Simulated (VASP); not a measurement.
A run of VASP 6.6.1 is set up as follows.

INCAR

```
SYSTEM = SiC
ALGO     = Normal         ! electronic algorithm
EDIFF    = 1E-6           ! SCF threshold, eV
ENCUT    = 520            ! plane-wave cutoff, eV
GGA      = PE             ! functional
ISIF     = 2              ! what is computed and relaxed
ISMEAR   = -1             ! smearing method
LASPH    = .True.         ! aspherical terms in the spheres
LCHARG   = .False.        ! write CHGCAR
LREAL    = .False.        ! projectors in reciprocal space
LWAVE    = .False.        ! write WAVECAR
NBANDS   = 16             ! bands
NELM     = 60             ! most SCF steps
PREC     = Accurate       ! precision mode
SIGMA    = 0.02           ! smearing width, eV
```

KPOINTS

```
k-points
0
Gamma
  8 6 8
  0 0 0
```

The input POSCAR:

```
SiC
1.0
   -2.1898574477      2.1898574477      0.0000000000
    0.0000000000      0.0000000000      4.3797148953
    2.1898574477      2.1898574477      0.0000000000
Si C
2 2
Direct
    0.0000000000      0.0000000000      0.0000000000
    0.5000000000      0.5000000000      0.5000000000
    0.0000000000      0.2500000000      0.5000000000
    0.5000000000      0.7500000000      0.0000000000
```

Potentials or basis: VASP PAW PBE potentials, release 64 (Si, C).

Command:

```console
$ cat potpaw_PBE.64/Si/POTCAR potpaw_PBE.64/C/POTCAR > POTCAR
$ mpirun -np 1 vasp_std > vasp.out
```

Task: Predict the band gap on the k mesh.

Result: 1.37 eV.

Task: Predict the pressure.

Result: 0.0 GPa.

A k mesh can miss the band edges. PBE gaps usually lie below the measured ones, often by a third to a half.
